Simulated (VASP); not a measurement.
# BiS4 (Pm-3m) in VASP: notebook

BiS4 is run at these levels: PBE; tasks: single point, relaxation of cell and atoms.

All numbers are computed with VASP 6.6.1; they aren't measurements. Logs are shortened: lines on timing, memory, paths and dates and some standing lists are left out, and cuts for length are marked.

### 1 The cell of the first run

It takes space group Pm-3m (No. 221, cubic). Conventional cell: a = 4.632 Å, b = 4.632 Å, c = 4.632 Å, α = 90.00°, β = 90.00°, γ = 90.00°. Within 4.3 Å of Bi (site symmetry m-3m) lie 20 S at 3.28 to 4.01 Å. Within 3.1 Å of S (site symmetry m-3m) lie 6 S at 2.32 Å. Within 3.1 Å of S (site symmetry 4/mmm) lie 2 S at 2.32 Å.

The cell was generated, and may not be a known phase.

### 2 Single point, PBE

The input, INCAR:

```
ALGO = Normal
EDIFF = 1E-7
ENCUT = 520
GGA = PE
ISIF = 2
ISMEAR = 0
LASPH = True
LCHARG = False
LREAL = False
LWAVE = False
NBANDS = 28
NELM = 60
PREC = Accurate
SIGMA = 0.1
```

The input, KPOINTS:

```
k-points
0
Gamma
  4 4 4
```

The input, POSCAR:

```
BiS4
1.0
    4.6323008312      0.0000000000      0.0000000000
    0.0000000000      4.6323008312      0.0000000000
    0.0000000000      0.0000000000      4.6323008312
Bi S
1 4
Direct
    0.0000000000      0.0000000000      0.0000000000
    0.5000000000      0.5000000000      0.5000000000
    0.0000000000      0.5000000000      0.5000000000
    0.5000000000      0.0000000000      0.5000000000
    0.5000000000      0.5000000000      0.0000000000
```

Potentials or basis: VASP PAW PBE potentials, release 64 (Bi_d, S).

Launch:

```sh
$ cat potpaw_PBE.64/Bi_d/POTCAR potpaw_PBE.64/S/POTCAR > POTCAR
$ mpirun -np 1 vasp_std > vasp.out
```

OUTCAR:

```text
EDIFF = 1E-7
   ENCUT = 520
   GGA = PE
   ISIF = 2
   ISMEAR = 0
   LASPH = True
   LREAL = False
   NELM = 60
   PREC = Accurate

 ion  position               nearest neighbor table
   1  0.000  0.000  0.000-   3 3.28   4 3.28   5 3.28   3 3.28   4 3.28   3 3.28   5 3.28   3 3.28
                             4 3.28   5 3.28   4 3.28   5 3.28
   2  0.500  0.500  0.500-   3 2.32   4 2.32   5 2.32   5 2.32   4 2.32   3 2.32
   3  0.000  0.500  0.500-   2 2.32   2 2.32   1 3.28   1 3.28   1 3.28   1 3.28
   4  0.500  0.000  0.500-   2 2.32   2 2.32   1 3.28   1 3.28   1 3.28   1 3.28
   5  0.500  0.500  0.000-   2 2.32   2 2.32   1 3.28   1 3.28   1 3.28   1 3.28

  LATTYP: Found a simple cubic cell.
 ALAT       =     4.6323008312

  Lattice vectors:

 A1 = (   4.6323008312,   0.0000000000,   0.0000000000)
 A2 = (   0.0000000000,   4.6323008312,   0.0000000000)
 A3 = (   0.0000000000,   0.0000000000,   4.6323008312)

Analysis of symmetry for initial positions (statically):
=====================================================================
 Subroutine PRICEL returns:
 Original cell was already a primitive cell.

 Routine SETGRP: Setting up the symmetry group for a
 simple cubic supercell.

 Subroutine GETGRP returns: Found 48 space group operations
 (whereof 48 operations were pure point group operations)
 out of a pool of 48 trial point group operations.

The static configuration has the point symmetry O_h .

Analysis of symmetry for dynamics (positions and initial velocities):
=====================================================================
 Subroutine PRICEL returns:
 Original cell was already a primitive cell.

 Routine SETGRP: Setting up the symmetry group for a
 simple cubic supercell.

 Subroutine GETGRP returns: Found 48 space group operations
 (whereof 48 operations were pure point group operations)
 out of a pool of 48 trial point group operations.

The dynamic configuration has the point symmetry O_h .

 Subroutine INISYM returns: Found 48 space group operations
 (whereof 48 operations are pure point group operations),
 and found     1 'primitive' translations

----------------------------------------------------------------------------------------

                                     Primitive cell

  volume of cell :      99.4009

  direct lattice vectors                    reciprocal lattice vectors
     4.632300831  0.000000000  0.000000000     0.215875444  0.000000000  0.000000000
     0.000000000  4.632300831  0.000000000     0.000000000  0.215875444  0.000000000
     0.000000000  0.000000000  4.632300831     0.000000000  0.000000000  0.215875444

  length of vectors
     4.632300831  4.632300831  4.632300831     0.215875444  0.215875444  0.215875444

  position of ions in fractional coordinates (direct lattice)
     0.000000000  0.000000000  0.000000000
     0.500000000  0.500000000  0.500000000
     0.000000000  0.500000000  0.500000000
     0.500000000  0.000000000  0.500000000
     0.500000000  0.500000000  0.000000000

  ion indices of the primitive-cell ions
   primitive index   ion index
                 1           1
                 2           2
                 3           3
                 4           4
                 5           5

----------------------------------------------------------------------------------------

 KPOINTS: k-points

Automatic generation of k-mesh.
 Grid dimensions read from file:
 generate k-points for:    4    4    4

 Generating k-lattice:

  Cartesian coordinates                     Fractional coordinates (reciprocal lattice)
     0.053968861  0.000000000  0.000000000     0.250000000  0.000000000  0.000000000
     0.000000000  0.053968861  0.000000000     0.000000000  0.250000000  0.000000000
     0.000000000  0.000000000  0.053968861     0.000000000  0.000000000  0.250000000

  Length of vectors
     0.053968861  0.053968861  0.053968861

  Shift w.r.t. Gamma in fractional coordinates (k-lattice)
     0.000000000  0.000000000  0.000000000

 Subroutine IBZKPT returns following result:
 ===========================================

 Found     10 irreducible k-points:

 Following reciprocal coordinates:
            Coordinates               Weight
  0.000000  0.000000  0.000000      1.000000
  0.250000  0.000000  0.000000      6.000000
  0.500000  0.000000  0.000000      3.000000
  0.250000  0.250000  0.000000     12.000000
  0.500000  0.250000  0.000000     12.000000
  0.500000  0.500000  0.000000      3.000000
  0.250000  0.250000  0.250000      8.000000
  0.500000  0.250000  0.250000     12.000000
  0.500000  0.500000  0.250000      6.000000
  0.500000  0.500000  0.500000      1.000000
   k-points           NKPTS =     10   k-points in BZ     NKDIM =     10   number of bands    NBANDS=     28
   number of dos      NEDOS =    301   number of ions     NIONS =      5
   total plane-waves  NPLWV =  46656
   dimension x,y,z NGX =    36 NGY =   36 NGZ =   36
   dimension x,y,z NGXF=    72 NGYF=   72 NGZF=   72
   ions per type =               1   4
   NGX,Y,Z   is equivalent  to a cutoff of  12.92, 12.92, 12.92 a.u.
   NGXF,Y,Z  is equivalent  to a cutoff of  25.84, 25.84, 25.84 a.u.
 SYSTEM =  unknown system
   PREC   = accura    normal or accurate (medium, high low for compatibility)
   ISTART =      0    job   : 0-new  1-cont  2-samecut
   ICHARG =      2    charge: 1-file 2-atom 10-const
   ISPIN  =      1    spin polarized calculation?
   LNONCOLLINEAR =      F non collinear calculations
   LSORBIT =      F    spin-orbit coupling
   LASPH  =      T    aspherical Exc in radial PAW
   ENCUT  =  520.0 eV  38.22 Ry    6.18 a.u.   8.61  8.61  8.61*2*pi/ulx,y,z
   NELM   =     60;   NELMIN=  2; NELMDL= -5     # of ELM steps
   EDIFF  = 0.1E-06   stopping-criterion for ELM
   LREAL  =      F    real-space projection
   EDIFFG = 0.1E-05   stopping-criterion for IOM
   NSW    =      0    number of steps for IOM
   IBRION =     -1    ionic relax: 0-MD 1-quasi-New 2-CG
   NFREE  =      0    steps in history (QN), initial steepest desc. (CG)
   ISIF   =      2    stress and relaxation
   ISYM   =      2    0-nonsym 1-usesym 2-fastsym
   POTIM  = 0.5000    time-step for ionic-motion
   TEBEG  =    0.0;   TEEND  =   0.0 temperature during run
   PSTRESS=    0.0 pullay stress
   NELECT =      39.0000    total number of electrons
   NUPDOWN=      -1.0000    fix difference up-down
   EMIN   =  10.00;   EMAX   =-10.00  energy-range for DOS
   EFERMI =   0.00;   METHOD = LEGACY
   ISMEAR =     0;   SIGMA  =   0.10  broadening in eV -4-tet -1-fermi 0-gaus
   EFERMI_NEDOS =   21; number of points for ismear=-14 and -15
   IALGO  =     38    algorithm
   IMIX   =      4    mixing-type and parameters
     AMIX     =   0.40;   BMIX     =  1.00
     AMIX_MAG =   1.60;   BMIX_MAG =  1.00
  volume/ion in A,a.u.               =      19.88       134.16
  Fermi-wavevector in a.u.,A,eV,Ry     =   1.198486  2.264810 19.542981  1.436369
  Thomas-Fermi vector in A             =   2.334374
   LORBIT       =      0    0 simple, 1 ext, 2 COOP (PROOUT), +10 PAW based schemes
   GGA     = PE    functional components
   LHFCALC =     F    Hartree Fock is set to
   AEXX    =    0.0000 exact exchange contribution
   IVDW    =     0    specifies the selected vdW correction
   LEPSILON=     F    determine dielectric tensor
   LRPA    =     F    only Hartree local field effects (RPA)
 non-spin polarized calculation
 Gauss-broadening in eV      SIGMA  =   0.10
  energy-cutoff  :      520.00
  volume of cell :       99.40
 maximum number of plane-waves:      2721
 NGX is ok and might be reduce to    36
   NGX = 17   NGY = 17   NGZ = 17

 number of electron      38.9999982 magnetization

 Free energy of the ion-electron system (eV)
  ---------------------------------------------------
  ext. energy  EPLUGINS =         0.00000000
  ---------------------------------------------------
  free energy    TOTEN  =       -18.83634158 eV

  energy without entropy =      -18.82443750  energy(sigma->0) =      -18.83038954

 E-fermi :   6.8183     XC(G=0): -10.4521

 val. band max:        6.7930959714   @ k =   0.5000   0.5000   0.2500
 cond. band min:       6.8429781213   @ k =   0.5000   0.5000   0.0000
 fundamental gap:      0.0498821499
 Fermi energy:         6.8183466712

 k-point     1 :       0.0000    0.0000    0.0000
  band No.  band energies     occupation
      1     -16.8255      2.00000
      2     -16.8255      2.00000
      3     -16.8163      2.00000
      4     -16.8163      2.00000
      5     -16.8163      2.00000
      6     -10.0200      2.00000
[... 20 lines left out ...]
     27      11.7957      0.00000
     28      13.2522      0.00000

 k-point     2 :       0.2500    0.0000    0.0000
  band No.  band energies     occupation
      1     -16.8251      2.00000
      2     -16.8223      2.00000
      3     -16.8173      2.00000
      4     -16.8173      2.00000
      5     -16.8162      2.00000
      6      -9.7849      2.00000
[... 20 lines left out ...]
     27      12.9996      0.00000
     28      13.0709      0.00000

 k-point     3 :       0.5000    0.0000    0.0000
  band No.  band energies     occupation
      1     -16.8247      2.00000
      2     -16.8192      2.00000
      3     -16.8184      2.00000
      4     -16.8184      2.00000
      5     -16.8161      2.00000
      6      -9.4697      2.00000
[... 20 lines left out ...]
     27      14.8230      0.00000
     28      14.8446      0.00000

 k-point     4 :       0.2500    0.2500    0.0000
  band No.  band energies     occupation
      1     -16.8234      2.00000
      2     -16.8205      2.00000
      3     -16.8188      2.00000
      4     -16.8173      2.00000
      5     -16.8172      2.00000
      6      -9.5460      2.00000
[... 144 lines left out ...]
     27      14.4116      0.00000
     28      14.9804      0.00000

 k-point     9 :       0.5000    0.5000    0.2500
  band No.  band energies     occupation
      1     -16.8219      2.00000
      2     -16.8199      2.00000
      3     -16.8199      2.00000
      4     -16.8185      2.00000
      5     -16.8155      2.00000
      6      -8.5916      2.00000
[... 20 lines left out ...]
     27      15.5287      0.00000
     28      15.5383      0.00000

 k-point    10 :       0.5000    0.5000    0.5000
  band No.  band energies     occupation
      1     -16.8216      2.00000
      2     -16.8216      2.00000
      3     -16.8216      2.00000
      4     -16.8153      2.00000
      5     -16.8153      2.00000
      6      -8.1334      2.00000
[... 20 lines left out ...]
     27      14.5105      0.00000
     28      14.5105      0.00000

------------------------ aborting loop because EDIFF is reached ----------------------------------------

  FORCE on cell =-STRESS in cart. coord.  units (eV):
  Direction    XX          YY          ZZ          XY          YZ          ZX
  --------------------------------------------------------------------------------------
  -------------------------------------------------------------------------------------
  Total       -0.1351501     -0.1351501     -0.1351501     -0.0000000     -0.0000000      0.0000000
  in kB       -2.1783955     -2.1783955     -2.1783955     -0.0000000     -0.0000000      0.0000000
  external PRESSURE =      -2.1783955 kB  Pullay stress =       0.0000000 kB

 VOLUME and BASIS-vectors are now :
 -----------------------------------------------------------------------------
  energy-cutoff  :      520.00
  volume of cell :       99.40
      direct lattice vectors                 reciprocal lattice vectors
     4.632300831  0.000000000  0.000000000     0.215875444  0.000000000  0.000000000
     0.000000000  4.632300831  0.000000000     0.000000000  0.215875444  0.000000000
     0.000000000  0.000000000  4.632300831     0.000000000  0.000000000  0.215875444

 POSITION                                       TOTAL-FORCE (eV/Angst)
 -----------------------------------------------------------------------------------
      0.00000      0.00000      0.00000         0.000000      0.000000      0.000000
      2.31615      2.31615      2.31615         0.000000      0.000000      0.000000
      0.00000      2.31615      2.31615         0.000000      0.000000      0.000000
      2.31615      0.00000      2.31615         0.000000      0.000000      0.000000
      2.31615      2.31615      0.00000         0.000000      0.000000      0.000000
 -----------------------------------------------------------------------------------
    total drift:                                0.000000      0.000000      0.000000

  FREE ENERGIE OF THE ION-ELECTRON SYSTEM (eV)
  ---------------------------------------------------
  free  energy   TOTEN  =       -18.8363415807 eV

  energy  without entropy=      -18.8244375004  energy(sigma->0) =      -18.83038954
```

It took 33 s on 1 thread of Intel Xeon 8259CL, shared host; peak memory 0.2 GiB.

Results:

| Quantity | Value |
| --- | --- |
| Free energy | -18.8363 eV |
| Pressure | -0.2 GPa |
| Band gap on the k mesh | zero (an odd number of electrons rules out a gap without spin polarisation) |

Caveat: spin-orbit coupling is left out, which moves the levels of the heavy elements.

### 3 Relaxation of cell and atoms, PBE

This run uses another cell than the first one, of 23.43 Å³/atom.

The input, INCAR:

```
SYSTEM = BiS4
ALGO = Normal ; EDIFF = 1E-6
EDIFFG = -0.04 ; ENCUT = 600
GGA = PE ; IBRION = 2
ISIF = 3 ; ISMEAR = 0
LASPH = .TRUE. ; LCHARG = .FALSE.
LREAL = .FALSE. ; LWAVE = .FALSE.
NELM = 100 ; NSW = 90
PREC = Accurate ; SIGMA = 0.1
```

The input, KPOINTS:

```
k-points
0
G
  4 4 4
  0 0 0
```

POSCAR, as its differences from that of step 2:

```diff
@@ -2,5 +2,5 @@
 1.0
-    4.6323008312      0.0000000000      0.0000000000
-    0.0000000000      4.6323008312      0.0000000000
-    0.0000000000      0.0000000000      4.6323008312
+    4.8930052800      0.0000000000      0.0000000000
+    0.0000000000      4.8930052800      0.0000000000
+    0.0000000000      0.0000000000      4.8930052800
 Bi S
```

Potentials or basis: VASP PAW PBE potentials, release 64 (Bi_d, S).

Launch:

```sh
$ cat potpaw_PBE.64/Bi_d/POTCAR potpaw_PBE.64/S/POTCAR > POTCAR
$ mpirun -np 1 vasp_std > vasp.out
```

Wall time 2.3 min (1 thread of Intel Xeon 8259CL, shared host); peak memory 0.25 GiB.

It converged, with:

```
Free energy                           : -18.8377 eV
Relaxed volume                        : 19.83 Å³/atom
Relaxed cell                          : a = 4.628 Å, b = 4.628 Å, c = 4.628 Å, α = 90.00°, β = 90.00°, γ = 90.00°
Space group after relaxing (to 0.1 Å) : Pm-3m (No. 221)
Energy gained by relaxing             : 108.7 meV/atom
Ionic steps                           : 3
Pressure after relaxing               : 0.0 GPa
Band gap on the k mesh                : zero (an odd number of electrons rules out a gap without spin polarisation)
```

The path:
```csv
step,energy change (eV),largest force (eV/Å),pressure (GPa),volume (Å³)
1,0.0000,0.0000,-8.29,117.15
2,-0.5391,0.0000,1.07,97.77
3,-0.5437,0.0000,0.03,99.14
```

Final structure:
```
Bi S
1.0
     4.62818    0.00000    0.00000
     0.00000    4.62818    0.00000
     0.00000    0.00000    4.62818
Bi S
1 4
Direct
  0.00000 0.00000 0.00000
  0.50000 0.50000 0.50000
  0.00000 0.50000 0.50000
  0.50000 0.00000 0.50000
  0.50000 0.50000 0.00000
```

Levels at points of the mesh, in eV from the Fermi level:
```csv
k point,band 17,band 18,band 19,band 20,band 21,band 22
"(0.00, 0.00, 0.00)",-1.42,-1.42,-1.42,3.05,3.05,3.05
"(0.50, 0.00, 0.00)",-1.45,-1.37,-1.37,0.23,0.51,1.70
"(0.50, 0.50, 0.00)",-1.88,-1.45,-1.45,-0.26,0.03,0.14
"(0.50, 0.50, 0.50)",-1.35,-1.35,0.15,0.15,0.15,1.21
```

Caveat: the volume moved by over 15 % at a fixed basis, so the end points are rough; spin-orbit coupling is left out, which moves the levels of the heavy elements.

(Continued in part 2 of 2.)

The gap in the log of VASP goes by the Fermi energy; the results here count the filled bands.